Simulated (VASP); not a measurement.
Write the native input for VASP 6.6.1 that does the following.

| Quantity | Value |
| --- | --- |
| Task | single point |
| Functional | LDA |
| Potentials or basis | VASP PAW LDA potentials, release 64 (Pb_d, O) |
| Cutoff | 520 eV |
| k mesh | 4 × 4 × 4 |
| Occupations | gaussian, width 0.01 eV |
| Spin | no spin polarisation |
| Dipole correction | no |
| Further INCAR settings | ALGO = Normal; EDIFF = 1e-07; NBANDS = 28 |

The structure of PbO lies in POSCAR:

```
PbO
1.0
    3.9900000000      0.0000000000      0.0000000000
    0.0000000000      3.9900000000      0.0000000000
    0.0000000000      0.0000000000      5.0100000000
Pb O
2 2
Direct
    0.0000000000      0.5000000000      0.2400000000
    0.5000000000      0.0000000000      0.7600000000
    0.0000000000      0.0000000000      0.0000000000
    0.5000000000      0.5000000000      0.0000000000
```

The input as run:

INCAR

```
SYSTEM = PbO
  PREC = Accurate
  ENCUT = 520
  EDIFF = 1E-7
  ISMEAR = 0
  SIGMA = 0.01
  LREAL = .False.
  LASPH = .True.
  NELM = 80
  ALGO = Normal
  ISIF = 2
  LWAVE = .False.
  LCHARG = .True.
  GGA = CA
  LELF = .True.
  LVHAR = .True.
  NBANDS = 28
```

KPOINTS

```
Automatic mesh
0
Gamma
  4 4 4
  0 0 0
```

Potentials or basis: VASP PAW LDA potentials, release 64 (Pb_d, O).

The run is started by

```console
$ cat potpaw_LDA.64/Pb_d/POTCAR potpaw_LDA.64/O/POTCAR > POTCAR
$ mpirun -np 1 vasp_std > vasp.out
```

It gave:

* Pressure: -3.4 GPa
* Largest force: 0.541 eV/Å
* Band gap on the k mesh: 1.10 eV (least direct gap 2.05 eV)

Caveat: the cell stands under tension; spin-orbit coupling is left out, which moves the levels of the heavy elements.

Run time: 28 s on 1 thread of Intel(R) Xeon(R) Platinum 8488C (Sapphire Rapids), with other jobs on the host, peak memory 0.17 GiB.
